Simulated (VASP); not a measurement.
Cs, 2 atoms in the cell. The structure is cubic, space group Fd-3m (No. 227). Conventional cell: a = 9.640 Å, b = 9.640 Å, c = 9.640 Å, α = 90.00°, β = 90.00°, γ = 90.00°. Within 5.5 Å of Cs (site symmetry -43m) lie 4 Cs at 4.17 Å. This isn't the form of Cs at room conditions, which is bcc.

| Property | Result |
| --- | --- |
| Program | VASP 6.6.1 |
| Task | single point |
| Functional | PBE |
| Potentials or basis | VASP PAW PBE potentials, release 64 (Cs_sv) |
| Cutoff | 520 eV |
| k mesh | 6 × 6 × 6 |
| Occupations | fermi-dirac, width 0.08 eV |
| Spin | no spin polarisation |
| Dipole correction | no |
| Further INCAR settings | ALGO = Normal; EDIFF = 1e-06; NBANDS = 16 |

Potentials or basis: VASP PAW PBE potentials, release 64 (Cs_sv).

Run with:

```sh
$ cat potpaw_PBE.64/Cs_sv/POTCAR > POTCAR
$ mpirun -np 1 vasp_std > vasp.out
```

Hardware: 1 thread of Intel Xeon 8259CL (shared host).

Problem. How long does it take, and how much memory?

Solution. Wall time 86 s on 1 thread of Intel Xeon 8259CL, with other jobs on the host, peak memory 0.39 GiB. Counts: scf iterations 11, k points 16.
